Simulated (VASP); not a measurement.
# WS2 in VASP: single point with LDA

Aim: the single point of WS2 with LDA.

Program: VASP 6.6.1. These are calculated values, not measurements. Logs are shortened: lines on timing, memory, paths and dates and some standing lists are left out, and cuts for length are marked.

**1. The cell of the first run**

The cell holds a slab with vacuum, 3 atoms: a = 3.184 Å, b = 3.184 Å, c = 16.951 Å, α = 90.00°, β = 90.00°, γ = 120.00°.

**2. Single point, LDA (atoms displaced along a vibrational mode)**

File INCAR:

```
SYSTEM = WS2
PREC     = Accurate       ! precision mode
ENCUT    = 520            ! plane-wave cutoff, eV
EDIFF    = 1E-7           ! SCF threshold, eV
ISMEAR   = 0              ! smearing method
SIGMA    = 0.05           ! smearing width, eV
LREAL    = .False.        ! projectors in reciprocal space
LASPH    = .True.         ! aspherical terms in the spheres
NELM     = 60             ! most SCF steps
ALGO     = Normal         ! electronic algorithm
ISIF     = 2              ! what is computed and relaxed
LWAVE    = .False.        ! write WAVECAR
LCHARG   = .False.        ! write CHGCAR
NBANDS   = 20             ! bands
```

File KPOINTS:

```
Automatic mesh
0
Gamma
  12 12 2
  0 0 0
```

File POSCAR:

```
WS2
1.0
    3.1835163552      0.0000000000      0.0000000000
   -1.5917581776      2.7570060369      0.0000000000
    0.0000000000      0.0000000000     16.9505778900
W S
1 2
Direct
    0.3662009090      0.6666666667      0.0000000000
    0.5724312469      0.3333333333      0.9079994900
    0.5724312469      0.3333333333      0.0920005100
```

Potentials or basis: VASP PAW LDA potentials, release 64 (W_sv, S).

Launch:

```bash
$ cat potpaw_LDA.64/W_sv/POTCAR potpaw_LDA.64/S/POTCAR > POTCAR
$ mpirun -np 1 vasp_std > vasp.out
```

OUTCAR:

```text
SYSTEM = WS2
   PREC = Accurate
   ENCUT = 520
   EDIFF = 1E-7
   ISMEAR = 0
   LREAL = .False.
   LASPH = .True.
   NELM = 60
   ISIF = 2

 ion  position               nearest neighbor table
   1  0.366  0.667  0.000-   2 2.16   3 2.16   2 2.44   3 2.44   2 2.69   3 2.69
   2  0.572  0.333  0.908-   1 2.16   1 2.44   1 2.69
   3  0.572  0.333  0.092-   1 2.16   1 2.44   1 2.69

  LATTYP: Found a hexagonal cell.
 ALAT       =     3.1835163552
 C/A-ratio  =     5.3244827413

  Lattice vectors:

 A1 = (   3.1835163552,   0.0000000000,   0.0000000000)
 A2 = (  -1.5917581776,   2.7570060369,   0.0000000000)
 A3 = (   0.0000000000,   0.0000000000,  16.9505778900)

Analysis of symmetry for initial positions (statically):
=====================================================================
 Subroutine PRICEL returns:
 Original cell was already a primitive cell.

 Routine SETGRP: Setting up the symmetry group for a
 hexagonal supercell.

 Subroutine GETGRP returns: Found  2 space group operations
 (whereof  2 operations were pure point group operations)
 out of a pool of 24 trial point group operations.

The static configuration has the point symmetry C_1h.

Analysis of symmetry for dynamics (positions and initial velocities):
=====================================================================
 Subroutine PRICEL returns:
 Original cell was already a primitive cell.

 Routine SETGRP: Setting up the symmetry group for a
 hexagonal supercell.

 Subroutine GETGRP returns: Found  2 space group operations
 (whereof  2 operations were pure point group operations)
 out of a pool of 24 trial point group operations.

The dynamic configuration has the point symmetry C_1h.

 Subroutine INISYM returns: Found  2 space group operations
 (whereof  2 operations are pure point group operations),
 and found     1 'primitive' translations

----------------------------------------------------------------------------------------

                                     Primitive cell

  volume of cell :     148.7748

  direct lattice vectors                    reciprocal lattice vectors
     3.183516355  0.000000000  0.000000000     0.314118066  0.181356150  0.000000000
    -1.591758178  2.757006037  0.000000000     0.000000000  0.362712300  0.000000000
     0.000000000  0.000000000 16.950577890     0.000000000  0.000000000  0.058995039

  length of vectors
[... 80 lines left out ...]
   LSORBIT =      F    spin-orbit coupling
   LASPH  =      T    aspherical Exc in radial PAW
   ENCUT  =  520.0 eV  38.22 Ry    6.18 a.u.   5.92  5.92 31.52*2*pi/ulx,y,z
   NELM   =     60;   NELMIN=  2; NELMDL= -5     # of ELM steps
   EDIFF  = 0.1E-06   stopping-criterion for ELM
   LREAL  =      F    real-space projection
   EDIFFG = 0.1E-05   stopping-criterion for IOM
   NSW    =      0    number of steps for IOM
   IBRION =     -1    ionic relax: 0-MD 1-quasi-New 2-CG
   NFREE  =      0    steps in history (QN), initial steepest desc. (CG)
   ISIF   =      2    stress and relaxation
   ISYM   =      2    0-nonsym 1-usesym 2-fastsym
   POTIM  = 0.5000    time-step for ionic-motion
   TEBEG  =    0.0;   TEEND  =   0.0 temperature during run
   PSTRESS=    0.0 pullay stress
   NELECT =      26.0000    total number of electrons
   NUPDOWN=      -1.0000    fix difference up-down
   EMIN   =  10.00;   EMAX   =-10.00  energy-range for DOS
   EFERMI =   0.00;   METHOD = LEGACY
   ISMEAR =     0;   SIGMA  =   0.05  broadening in eV -4-tet -1-fermi 0-gaus
   EFERMI_NEDOS =   21; number of points for ismear=-14 and -15
   IALGO  =     38    algorithm
   IMIX   =      4    mixing-type and parameters
     AMIX     =   0.40;   BMIX     =  1.00
     AMIX_MAG =   1.60;   BMIX_MAG =  1.00
  volume/ion in A,a.u.               =      49.59       334.66
  Fermi-wavevector in a.u.,A,eV,Ry     =   0.915285  1.729637 11.398226  0.837746
  Thomas-Fermi vector in A             =   2.040009
   LORBIT       =      0    0 simple, 1 ext, 2 COOP (PROOUT), +10 PAW based schemes
   GGA     = CA    functional components
   LHFCALC =     F    Hartree Fock is set to
   AEXX    =    0.0000 exact exchange contribution
   IVDW    =     0    specifies the selected vdW correction
   LEPSILON=     F    determine dielectric tensor
   LRPA    =     F    only Hartree local field effects (RPA)
 non-spin polarized calculation
 Gauss-broadening in eV      SIGMA  =   0.05
  energy-cutoff  :      520.00
  volume of cell :      148.77
 maximum number of plane-waves:      4032
   NGX = 11   NGY = 11   NGZ = 63

 number of electron      25.9999999 magnetization

 Free energy of the ion-electron system (eV)
  ---------------------------------------------------
  ext. energy  EPLUGINS =         0.00000000
  ---------------------------------------------------
  free energy    TOTEN  =       -24.52485460 eV

  energy without entropy =      -24.52446286  energy(sigma->0) =      -24.52465873

 E-fermi :  -0.6573     XC(G=0):  -4.6230

 val. band max:       -0.6595839896   @ k =   0.0000   0.0000   0.5000
 cond. band min:      -0.6549010903   @ k =   0.0000   0.5000   0.5000
 fundamental gap:      0.0046828993
 Fermi energy:        -0.6572613369

 k-point     1 :       0.0000    0.0000    0.0000
  band No.  band energies     occupation
      1     -74.8768      2.00000
      2     -39.5545      2.00000
      3     -39.3012      2.00000
      4     -39.1745      2.00000
      5     -16.0970      2.00000
      6     -14.3995      2.00000
[... 541 lines left out ...]
     19       5.3652      0.00000
     20       6.1426      0.00000

 [... further k-points ...]

------------------------ aborting loop because EDIFF is reached ----------------------------------------

  FORCE on cell =-STRESS in cart. coord.  units (eV):
  Direction    XX          YY          ZZ          XY          YZ          ZX
  --------------------------------------------------------------------------------------
  -------------------------------------------------------------------------------------
  Total        0.4113270      0.5892782      4.9198737     -2.9762507      0.0000000      0.0000000
  in kB        4.4296402      6.3460234     52.9828389    -32.0516791      0.0000000      0.0000000
  external PRESSURE =      21.2528342 kB  Pullay stress =       0.0000000 kB

 VOLUME and BASIS-vectors are now :
 -----------------------------------------------------------------------------
  energy-cutoff  :      520.00
  volume of cell :      148.77
      direct lattice vectors                 reciprocal lattice vectors
     3.183516355  0.000000000  0.000000000     0.314118066  0.181356150  0.000000000
    -1.591758178  2.757006037  0.000000000     0.000000000  0.362712300  0.000000000
     0.000000000  0.000000000 16.950577890     0.000000000  0.000000000  0.058995039

 POSITION                                       TOTAL-FORCE (eV/Angst)
 -----------------------------------------------------------------------------------
      0.10463      1.83800      0.00000        -7.168311      0.844723      0.000000
      1.29176      0.91900     15.39112         3.584156     -0.422362     -1.585630
      1.29176      0.91900      1.55946         3.584156     -0.422362      1.585630
 -----------------------------------------------------------------------------------
    total drift:                               -0.000068      0.000040     -0.000000

  FREE ENERGIE OF THE ION-ELECTRON SYSTEM (eV)
  ---------------------------------------------------
  free  energy   TOTEN  =       -24.5248545958 eV

  energy  without entropy=      -24.5244628638  energy(sigma->0) =      -24.52465873
```

It took 5.4 min on 1 thread of AMD EPYC 9R45 (Zen 5), shared host; peak memory 0.47 GiB.

Results:

```
Free energy            : -24.5249 eV
Largest force          : 7.218 eV/Å
Band gap on the k mesh : zero (filled and empty bands overlap)
```

Forces in eV/Å, atoms in the order of the input:
```
W   -7.168  0.845  0.000
S    3.584 -0.422 -1.586
S    3.584 -0.422  1.586
```

Caveat: the cell differs from its parent crystal (atoms displaced along a vibrational mode); there is no dipole correction, which matters where the two faces differ; spin-orbit coupling is left out, which moves the levels of the heavy elements.
